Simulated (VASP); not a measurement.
# BaTe (I4/mmm) in VASP: a series of runs

Runs on BaTe. Level: PBEsol. Tasks: single point.

All numbers are computed with VASP 6.6.1; they aren't measurements. Logs are shortened: lines on timing, memory, paths and dates and some standing lists are left out, and cuts for length are marked.

## (1) The cell of the first run

It takes space group I4/mmm (No. 139, tetragonal). The conventional cell has a = 4.811 Å, b = 4.811 Å, c = 6.973 Å, α = 90.00°, β = 90.00°, γ = 90.00°. Within 4.5 Å of Ba (site symmetry 4/mmm) lie 6 Te at 3.40 to 3.49 Å. Te (site symmetry 4/mmm) has 6 Ba at 3.40 to 3.49 Å within 4.5 Å.

## (2) Single point, PBEsol (in-plane strain -0.02, then relaxed in part)

INCAR reads:

```
SYSTEM = BaTe
PREC = Accurate
ENCUT = 520
EDIFF = 1E-7
ISMEAR = 0
SIGMA = 0.01
LREAL = .FALSE.
LASPH = .TRUE.
NELM = 100
ALGO = Normal
ISIF = 2
LWAVE = .FALSE.
LCHARG = .FALSE.
GGA = PS
NBANDS = 15
```

KPOINTS reads:

```
Automatic mesh
0
G
  6 6 6
  0 0 0
```

POSCAR reads:

```
BaTe
1.0
    3.4019440450      3.4019440450      0.0000000000
   -3.4019440450      3.4019440450      0.0000000000
    0.0000000000      3.4019440450      3.4866051516
Ba Te
1 1
Direct
    0.0000000000      0.0000000000      0.0000000000
    0.5000000000      0.5000000000      0.0000000000
```

Potentials or basis: VASP PAW PBE potentials, release 64 (Ba_sv, Te).

Run with:

```bash
> cat potpaw_PBE.64/Ba_sv/POTCAR potpaw_PBE.64/Te/POTCAR > POTCAR
> mpirun -np 1 vasp_std > vasp.out
```

OUTCAR:

```text
SYSTEM = BaTe
   PREC = Accurate
   ENCUT = 520
   EDIFF = 1E-7
   ISMEAR = 0
   LREAL = .FALSE.
   LASPH = .TRUE.
   NELM = 100
   ISIF = 2
   GGA = PS

 ion  position               nearest neighbor table
   1  0.000  0.000  0.000-   2 3.40   2 3.40   2 3.40   2 3.40   2 3.49   2 3.49
   2  0.500  0.500  0.000-   1 3.40   1 3.40   1 3.40   1 3.40   1 3.49   1 3.49

  LATTYP: Found a body centered tetragonal cell.
 ALAT       =     4.8110754069
 C/A-ratio  =     1.4494078171

  Lattice vectors:

 A1 = (   3.4019440450,   0.0000000000,  -3.4866051516)
 A2 = (  -3.4019440450,   0.0000000000,  -3.4866051516)
 A3 = (   0.0000000000,   3.4019440450,   3.4866051516)

Analysis of symmetry for initial positions (statically):
=====================================================================
 Subroutine PRICEL returns:
 Original cell was already a primitive cell.

 Routine SETGRP: Setting up the symmetry group for a
 body centered tetragonal supercell.

 Subroutine GETGRP returns: Found 16 space group operations
 (whereof 16 operations were pure point group operations)
 out of a pool of 16 trial point group operations.

The static configuration has the point symmetry D_4h.

Analysis of symmetry for dynamics (positions and initial velocities):
=====================================================================
 Subroutine PRICEL returns:
 Original cell was already a primitive cell.

 Routine SETGRP: Setting up the symmetry group for a
 body centered tetragonal supercell.

 Subroutine GETGRP returns: Found 16 space group operations
 (whereof 16 operations were pure point group operations)
 out of a pool of 16 trial point group operations.

The dynamic configuration has the point symmetry D_4h.

 Subroutine INISYM returns: Found 16 space group operations
 (whereof 16 operations are pure point group operations),
 and found     1 'primitive' translations

----------------------------------------------------------------------------------------

                                     Primitive cell

  volume of cell :      80.7025

  direct lattice vectors                    reciprocal lattice vectors
     3.401944045  3.401944045  0.000000000     0.146974787  0.146974787 -0.143405972
    -3.401944045  3.401944045  0.000000000    -0.146974787  0.146974787 -0.143405972
     0.000000000  3.401944045  3.486605152     0.000000000  0.000000000  0.286811944

  length of vectors
     4.811075407  4.811075407  4.871307706     0.252524154  0.252524154  0.286811944

  position of ions in fractional coordinates (direct lattice)
     0.000000000  0.000000000  0.000000000
     0.500000000  0.500000000  0.000000000

  ion indices of the primitive-cell ions
   primitive index   ion index
                 1           1
                 2           2

----------------------------------------------------------------------------------------

 KPOINTS: Automatic mesh

Automatic generation of k-mesh.
 Grid dimensions read from file:
 generate k-points for:    6    6    6

 Generating k-lattice:

  Cartesian coordinates                     Fractional coordinates (reciprocal lattice)
     0.024495798  0.024495798 -0.023900995     0.166666667  0.000000000  0.000000000
    -0.024495798  0.024495798 -0.023900995     0.000000000  0.166666667  0.000000000
     0.000000000  0.000000000  0.047801991     0.000000000  0.000000000  0.166666667

  Length of vectors
     0.042087359  0.042087359  0.047801991

  Shift w.r.t. Gamma in fractional coordinates (k-lattice)
     0.000000000  0.000000000  0.000000000

 Subroutine IBZKPT returns following result:
 ===========================================

 Found     30 irreducible k-points:

 Following reciprocal coordinates:
            Coordinates               Weight
  0.000000  0.000000  0.000000      1.000000
  0.166667  0.000000  0.000000      8.000000
  0.333333  0.000000  0.000000      8.000000
  0.500000  0.000000  0.000000      4.000000
  0.166667  0.166667  0.000000      8.000000
  0.333333  0.166667 -0.000000     16.000000
[... 16 lines left out ...]
 -0.333333 -0.333333  0.166667      4.000000
 -0.166667 -0.333333  0.166667     16.000000
 [... further k-points ...]
   k-points           NKPTS =     30   k-points in BZ     NKDIM =     30   number of bands    NBANDS=     15
   number of dos      NEDOS =    301   number of ions     NIONS =      2
   total plane-waves  NPLWV =  46656
   dimension x,y,z NGX =    36 NGY =   36 NGZ =   36
   dimension x,y,z NGXF=    72 NGYF=   72 NGZF=   72
   ions per type =               1   1
   NGX,Y,Z   is equivalent  to a cutoff of  12.44, 12.44, 12.29 a.u.
   NGXF,Y,Z  is equivalent  to a cutoff of  24.88, 24.88, 24.57 a.u.
 SYSTEM =  BaTe
   PREC   = accura    normal or accurate (medium, high low for compatibility)
   ISTART =      0    job   : 0-new  1-cont  2-samecut
   ICHARG =      2    charge: 1-file 2-atom 10-const
   ISPIN  =      1    spin polarized calculation?
[... 64 lines left out ...]
      3      -9.4412      2.00000
      4      -9.4307      2.00000
      5      -7.1714      2.00000
      6       2.4992      2.00000
      7       2.5790      2.00000
      8       2.5790      2.00000
      9       5.2575      0.00000
     10       5.4225      0.00000
     11       5.4225      0.00000
     12       5.4880      0.00000
     13       6.0846      0.00000
     14       6.1375      0.00000
     15       9.3859      0.00000

 k-point     2 :       0.1667    0.0000    0.0000
  band No.  band energies     occupation
      1     -24.2771      2.00000
      2      -9.6152      2.00000
      3      -9.4426      2.00000
      4      -9.4391      2.00000
      5      -6.9109      2.00000
      6       1.6638      2.00000
      7       2.0979      2.00000
      8       2.1302      2.00000
      9       5.4220      0.00000
     10       5.6967      0.00000
     11       5.7735      0.00000
     12       6.5722      0.00000
     13       6.9721      0.00000
     14       7.0039      0.00000
     15      10.3024      0.00000

 k-point     3 :       0.3333    0.0000    0.0000
  band No.  band energies     occupation
      1     -24.2676      2.00000
      2      -9.8980      2.00000
      3      -9.4502      2.00000
      4      -9.4452      2.00000
      5      -6.4432      2.00000
      6       0.5389      2.00000
      7       1.5061      2.00000
      8       1.5121      2.00000
      9       5.8826      0.00000
     10       6.6555      0.00000
     11       6.6790      0.00000
     12       8.0331      0.00000
     13       8.6542      0.00000
     14       8.8320      0.00000
     15      10.8578      0.00000

 k-point     4 :       0.5000    0.0000    0.0000
  band No.  band energies     occupation
      1     -24.2628      2.00000
      2     -10.0175      2.00000
      3      -9.4557      2.00000
      4      -9.4465      2.00000
      5      -6.2204      2.00000
      6       0.0910      2.00000
      7       1.2714      2.00000
      8       1.2762      2.00000
      9       6.7031      0.00000
     10       7.3899      0.00000
     11       7.4917      0.00000
     12       7.5598      0.00000
     13       9.5088      0.00000
     14       9.6639      0.00000
     15      10.2184      0.00000
[... 307 lines left out ...]
 k-point    22 :      -0.1667    0.5000    0.1667
  band No.  band energies     occupation
      1     -24.2611      2.00000
      2      -9.8360      2.00000
      3      -9.5474      2.00000
      4      -9.4935      2.00000
      5      -6.5406      2.00000
      6       0.7330      2.00000
      7       1.4918      2.00000
      8       1.7192      2.00000
      9       5.2405      0.00000
     10       6.8737      0.00000
     11       7.6041      0.00000
     12       7.7885      0.00000
     13       8.3792      0.00000
     14       9.9075      0.00000
     15      10.5171      0.00000

 k-point    23 :      -0.3333   -0.3333    0.1667
  band No.  band energies     occupation
      1     -24.2564      2.00000
      2      -9.6770      2.00000
      3      -9.6480      2.00000
      4      -9.5779      2.00000
      5      -6.7132      2.00000
      6       1.3341      2.00000
      7       1.4767      2.00000
      8       1.6759      2.00000
      9       5.0123      0.00000
     10       7.1959      0.00000
     11       7.2797      0.00000
     12       8.0587      0.00000
     13       8.4136      0.00000
     14       9.4876      0.00000
     15      10.7977      0.00000

 k-point    24 :      -0.1667   -0.3333    0.1667
  band No.  band energies     occupation
      1     -24.2585      2.00000
      2      -9.8162      2.00000
      3      -9.5837      2.00000
      4      -9.5254      2.00000
      5      -6.5329      2.00000
      6       0.8001      2.00000
      7       1.4451      2.00000
      8       1.5141      2.00000
      9       6.1292      0.00000
     10       6.2513      0.00000
     11       7.9638      0.00000
     12       8.0617      0.00000
     13       8.2344      0.00000
     14      10.0090      0.00000
     15      11.1882      0.00000

 [... further k-points ...]

------------------------ aborting loop because EDIFF is reached ----------------------------------------

  FORCE on cell =-STRESS in cart. coord.  units (eV):
  Direction    XX          YY          ZZ          XY          YZ          ZX
  --------------------------------------------------------------------------------------
  -------------------------------------------------------------------------------------
  Total        1.2204793      1.2204793      0.1848920      0.0000000      0.0000000     -0.0000000
  in kB       24.2300279     24.2300279      3.6706391      0.0000000      0.0000000     -0.0000000
  external PRESSURE =      17.3768983 kB  Pullay stress =       0.0000000 kB

 VOLUME and BASIS-vectors are now :
 -----------------------------------------------------------------------------
  energy-cutoff  :      520.00
  volume of cell :       80.70
      direct lattice vectors                 reciprocal lattice vectors
     3.401944045  3.401944045  0.000000000     0.146974787  0.146974787 -0.143405972
    -3.401944045  3.401944045  0.000000000    -0.146974787  0.146974787 -0.143405972
     0.000000000  3.401944045  3.486605152     0.000000000  0.000000000  0.286811944

 POSITION                                       TOTAL-FORCE (eV/Angst)
 -----------------------------------------------------------------------------------
      0.00000      0.00000      0.00000        -0.000000      0.000000      0.000000
      0.00000      3.40194      0.00000         0.000000     -0.000000      0.000000
 -----------------------------------------------------------------------------------
    total drift:                               -0.000000      0.000000     -0.000000

  FREE ENERGIE OF THE ION-ELECTRON SYSTEM (eV)
  ---------------------------------------------------
  free  energy   TOTEN  =        -9.1630607337 eV

  energy  without entropy=       -9.1630607337  energy(sigma->0) =       -9.16306073
```

Wall time 27 s (1 thread of Intel Xeon Platinum 8259CL at 2.50GHz (Skylake/Cascade Lake), shared host); peak memory 0.22 GiB.

Results:

```yaml
Free_energy: -9.1631 eV
Pressure: 1.7 GPa
Band_gap_on_the_k_mesh: 1.25 eV, indirect (least direct gap 1.62 eV)
```

Stress tensor (GPa, compression positive):
```
2.42 0.00 0.00
0.00 2.42 0.00
0.00 0.00 0.37
```

Caveat: the cell differs from its parent crystal (in-plane strain -0.02, then relaxed in part); the PAW data sets were made with another functional, which shifts forces and pressure a little; spin-orbit coupling is left out, which moves the levels of the heavy elements. A k mesh can miss the band edges.

## (3) Single point, PBEsol (in-plane strain -0.02)

INCAR reads:

```
SYSTEM = BaTe
PREC = Accurate ; ENCUT = 520
EDIFF = 1E-6 ; ISMEAR = 0
SIGMA = 0.01 ; LREAL = .FALSE.
LASPH = .TRUE. ; NELM = 100
ALGO = Normal ; ISIF = 2
LWAVE = .FALSE. ; LCHARG = .FALSE.
GGA = PS ; NBANDS = 15
```

KPOINTS is that of step 2.

POSCAR: that of step 2 with these lines changed.

```diff
@@ -4,3 +4,3 @@
    -3.4019440450      3.4019440450      0.0000000000
-    0.0000000000      3.4019440450      3.4866051516
+    0.0000000000      3.4019440450      3.5130279322
 Ba Te
```

Potentials or basis: VASP PAW PBE potentials, release 64 (Ba_sv, Te).

Run with:

```bash
> cat potpaw_PBE.64/Ba_sv/POTCAR potpaw_PBE.64/Te/POTCAR > POTCAR
> mpirun -np 1 vasp_std > vasp.out
```

Run time: 26 s. Hardware: 1 thread of Intel Xeon Platinum 8259CL at 2.50GHz (Skylake/Cascade Lake), shared host; peak memory 0.21 GiB.

It converged, with:

- Free energy: -9.1634 eV
- Pressure: 1.5 GPa
- Band gap on the k mesh: 1.27 eV, indirect (least direct gap 1.63 eV)

Stress tensor (GPa, compression positive):
```
 2.34  0.00  0.00
 0.00  2.34  0.00
 0.00  0.00 -0.22
```

Levels at points of the mesh, in eV from the valence-band top:
| k point | band 4 | band 5 | band 6 | band 7 | band 8 | band 9 | band 10 | band 11 | band 12 | band 13 |
| --- | --- | --- | --- | --- | --- | --- | --- | --- | --- | --- |
| (0.00, 0.00, 0.00) | -12.03 | -9.74 | -0.10 | 0.00 | 0.00 | 2.65 | 2.84 | 2.86 | 2.86 | 3.51 |
| (0.50, 0.00, 0.00) | -12.05 | -8.81 | -2.47 | -1.30 | -1.29 | 4.11 | 4.79 | 4.88 | 4.97 | 6.88 |
| (0.50, 0.50, 0.00) | -12.13 | -9.51 | -1.15 | -0.49 | -0.41 | 1.27 | 4.41 | 4.81 | 5.73 | 5.82 |
| (0.00, 0.00, 0.50) | -12.14 | -9.52 | -1.30 | -0.36 | -0.36 | 1.27 | 4.42 | 4.77 | 5.71 | 5.88 |

Caveat: the cell differs from its parent crystal (in-plane strain -0.02); the PAW data sets were made with another functional, which shifts forces and pressure a little; spin-orbit coupling is left out, which moves the levels of the heavy elements.

## (4) Single point, PBEsol (in-plane strain -0.01, then relaxed in part)

INCAR reads:

```
PREC = Accurate
ENCUT = 520
EDIFF = 1E-6
ISMEAR = 0
SIGMA = 0.01
LREAL = F
LASPH = T
NELM = 100
ALGO = Normal
ISIF = 2
LWAVE = F
LCHARG = F
GGA = PS
NBANDS = 15
```

KPOINTS reads:

```
Automatic mesh
0
Gamma
  6 6 6
```

POSCAR reads:

```
BaTe
1.0
    3.4366577597      3.4366577597      0.0000000000
   -3.4366577597      3.4366577597      0.0000000000
    0.0000000000      3.4366577597      3.4787734034
Ba Te
1 1
Direct
    0.0000000000      0.0000000000      0.0000000000
    0.5000000000      0.5000000000      0.0000000000
```

Run with:

```bash
> cat potpaw_PBE.64/Ba_sv/POTCAR potpaw_PBE.64/Te/POTCAR > POTCAR
> mpirun -np 1 vasp_std > vasp.out
```

Wall time 25 s (1 thread of Intel Xeon Platinum 8259CL at 2.50GHz (Skylake/Cascade Lake), shared host); peak memory 0.22 GiB.

Results (log left out):

* Free energy: -9.1819 eV
* Pressure: 1.0 GPa
* Band gap on the k mesh: 1.32 eV, indirect (least direct gap 1.69 eV)

Stress tensor (GPa, compression positive):
```
1.33 0.00 0.00
0.00 1.33 0.00
0.00 0.00 0.38
```

Levels at points of the mesh, in eV from the valence-band top:
```tsv
k point	band 6	band 7	band 8	band 9	band 10	band 11
(0.00, 0.00, 0.00)	-0.04	0.00	0.00	2.77	2.85	2.85
(0.50, 0.00, 0.00)	-2.42	-1.25	-1.25	4.12	4.78	4.91
(0.50, 0.50, 0.00)	-1.16	-0.43	-0.40	1.32	4.46	4.72
(0.00, 0.00, 0.50)	-1.22	-0.38	-0.38	1.32	4.45	4.72
```

Caveat: the cell differs from its parent crystal (in-plane strain -0.01, then relaxed in part); the PAW data sets were made with another functional, which shifts forces and pressure a little; spin-orbit coupling is left out, which moves the levels of the heavy elements.

## (5) Single point, PBEsol (in-plane strain -0.01)

INCAR reads:

```
ALGO = Normal ; EDIFF = 1E-6
ENCUT = 520 ; GGA = PS
ISIF = 2 ; ISMEAR = 0
LASPH = T ; LCHARG = T
LELF = T ; LREAL = F
LVHAR = T ; LWAVE = F
NBANDS = 15 ; NELM = 100
PREC = Accurate ; SIGMA = 0.01
```

KPOINTS reads:

```
k-points
0
Gamma
  6 6 6
```

POSCAR: that of step 4 with these lines changed.

```diff
@@ -4,3 +4,3 @@
    -3.4366577597      3.4366577597      0.0000000000
-    0.0000000000      3.4366577597      3.4787734034
+    0.0000000000      3.4366577597      3.4921997033
 Ba Te
```

Run with:

```bash
> cat potpaw_PBE.64/Ba_sv/POTCAR potpaw_PBE.64/Te/POTCAR > POTCAR
> mpirun -np 1 vasp_std > vasp.out
```

It took 26 s on 1 thread of Intel Xeon Platinum 8259CL at 2.50GHz (Skylake/Cascade Lake), shared host; peak memory 0.22 GiB.

The run converged. Its results:

```
Free energy            : -9.1823 eV
Pressure               : 0.9 GPa
Band gap on the k mesh : 1.32 eV, indirect (least direct gap 1.70 eV)
```

Stress tensor (GPa, compression positive):
```
1.29 0.00 0.00
0.00 1.29 0.00
0.00 0.00 0.07
```

Levels at points of the mesh, in eV from the valence-band top:
| k point | band 5 | band 6 | band 7 | band 8 | band 9 | band 10 | band 11 | band 12 |
| --- | --- | --- | --- | --- | --- | --- | --- | --- |
| (0.00, 0.00, 0.00) | -9.69 | -0.05 | 0.00 | 0.00 | 2.75 | 2.85 | 2.85 | 2.87 |
| (0.50, 0.00, 0.00) | -8.81 | -2.41 | -1.25 | -1.24 | 4.11 | 4.77 | 4.89 | 4.93 |
| (0.50, 0.50, 0.00) | -9.46 | -1.16 | -0.44 | -0.40 | 1.32 | 4.44 | 4.71 | 5.74 |
| (0.00, 0.00, 0.50) | -9.47 | -1.23 | -0.37 | -0.37 | 1.32 | 4.44 | 4.70 | 5.69 |

Caveat: the cell differs from its parent crystal (in-plane strain -0.01); the PAW data sets were made with another functional, which shifts forces and pressure a little; spin-orbit coupling is left out, which moves the levels of the heavy elements.

## (6) Single point, PBEsol (in-plane strain -0.005, then relaxed in part)

INCAR reads:

```
SYSTEM = BaTe
PREC     = Accurate       ! precision mode
ENCUT    = 520            ! plane-wave cutoff, eV
EDIFF    = 1E-6           ! SCF threshold, eV
ISMEAR   = 0              ! smearing method
SIGMA    = 0.01           ! smearing width, eV
LREAL    = .False.        ! projectors in reciprocal space
LASPH    = .True.         ! aspherical terms in the spheres
NELM     = 100            ! most SCF steps
ALGO     = Normal         ! electronic algorithm
ISIF     = 2              ! what is computed and relaxed
LWAVE    = .False.        ! write WAVECAR
LCHARG   = .False.        ! write CHGCAR
GGA      = PS             ! functional
NBANDS   = 15             ! bands
```

KPOINTS reads:

```
regular mesh
0
Gamma
  6 6 6
  0 0 0
```

POSCAR reads:

```
BaTe
1.0
    3.4540146171      3.4540146171      0.0000000000
   -3.4540146171      3.4540146171      0.0000000000
    0.0000000000      3.4540146171      3.4760221235
Ba Te
1 1
Direct
    0.0000000000      0.0000000000      0.0000000000
    0.5000000000      0.5000000000      0.0000000000
```

Potentials or basis: VASP PAW PBE potentials, release 64 (Ba_sv, Te).

Run with:

```bash
> cat potpaw_PBE.64/Ba_sv/POTCAR potpaw_PBE.64/Te/POTCAR > POTCAR
> mpirun -np 1 vasp_std > vasp.out
```

Run time: 25 s. Hardware: 1 thread of Intel Xeon Platinum 8259CL at 2.50GHz (Skylake/Cascade Lake), shared host; peak memory 0.22 GiB.

Results (log left out):

```yaml
Free_energy: -9.1873 eV
Pressure: 0.7 GPa
Band_gap_on_the_k_mesh: 1.35 eV, indirect (least direct gap 1.73 eV)
```

Stress tensor (GPa, compression positive):
```
0.83 0.00 0.00
0.00 0.83 0.00
0.00 0.00 0.35
```

Levels at points of the mesh, in eV from the valence-band top:
```
           k point  band 6  band 7  band 8  band 9  band 10  band 11
(0.00, 0.00, 0.00)   -0.02    0.00    0.00    2.81     2.85     2.85
(0.50, 0.00, 0.00)   -2.38   -1.22   -1.22    4.11     4.77     4.90
(0.50, 0.50, 0.00)   -1.16   -0.41   -0.39    1.35     4.46     4.68
(0.00, 0.00, 0.50)   -1.19   -0.38   -0.38    1.35     4.45     4.68
```

Caveat: the cell differs from its parent crystal (in-plane strain -0.005, then relaxed in part); the PAW data sets were made with another functional, which shifts forces and pressure a little; spin-orbit coupling is left out, which moves the levels of the heavy elements.

## (7) Summary

```tsv
cell	gap on the mesh (eV)	pressure (GPa)
a = 4.811, b = 4.811, c = 4.871 Å, angles 60.4, 60.4, 90.0°, 2 atoms	1.25	1.7
a = 4.811, b = 4.811, c = 4.890 Å, angles 60.5, 60.5, 90.0°, 2 atoms	1.27	1.5
a = 4.860, b = 4.860, c = 4.890 Å, angles 60.2, 60.2, 90.0°, 2 atoms	1.32	1.0
a = 4.860, b = 4.860, c = 4.900 Å, angles 60.3, 60.3, 90.0°, 2 atoms	1.32	0.9
a = 4.885, b = 4.885, c = 4.900 Å, angles 60.1, 60.1, 90.0°, 2 atoms	1.35	0.7
```

Alike in all rows: task single point; level PBEsol; potentials or basis VASP PAW PBE potentials, release 64 (Ba_sv, Te); no spin polarisation; k mesh 6 × 6 × 6; cutoff (eV) 520; smearing gaussian 0.01 eV.

Caveats: the PAW data sets were made with another functional, which shifts forces and pressure a little; spin-orbit coupling is left out, which moves the levels of the heavy elements.

Absolute energies hang on the potentials; compare differences alone.
